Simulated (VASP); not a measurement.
Runs of VASP 6.6.1 on Re. The structure is that of space group Pm-3m (No. 221), or close to it. The cells are those of the table. 

| task | cell | cutoff (eV) | gap on the mesh (eV) | pressure (GPa) |
| --- | --- | --- | --- | --- |
| relaxation of cell and atoms | relaxed to 60 GPa from a = 2.530 Å, 1 atom | 600 | none | 60.1 |
| relaxation of cell and atoms | relaxed to 40 GPa from a = 2.530 Å, 1 atom | 600 | none | 40.0 |
| relaxation of cell and atoms | relaxed to 20 GPa from a = 2.530 Å, 1 atom | 600 | none | 19.9 |
| single point | a = 2.522 Å, 1 atom | 520 | none | (a) |
| single point | a = 2.443 Å, 1 atom | 520 | none | 58.6 |

Alike in all rows: level PBE; potentials or basis VASP PAW PBE potentials, release 64 (Re); no spin polarisation; k mesh 10 × 10 × 10; smearing fermi-dirac 0.05 eV.

Q: Estimate the missing entries.

A: (a) 18.8.

Caveats: spin-orbit coupling is left out, which moves the levels of the heavy elements; the cell is relaxed towards a set pressure, so the enthalpy falls and the energy may rise (some runs).

A k mesh can miss the band edges, and the runs leave out spin-orbit coupling on Re.

A gap of «none» marks levels without a gap at the run's occupations.
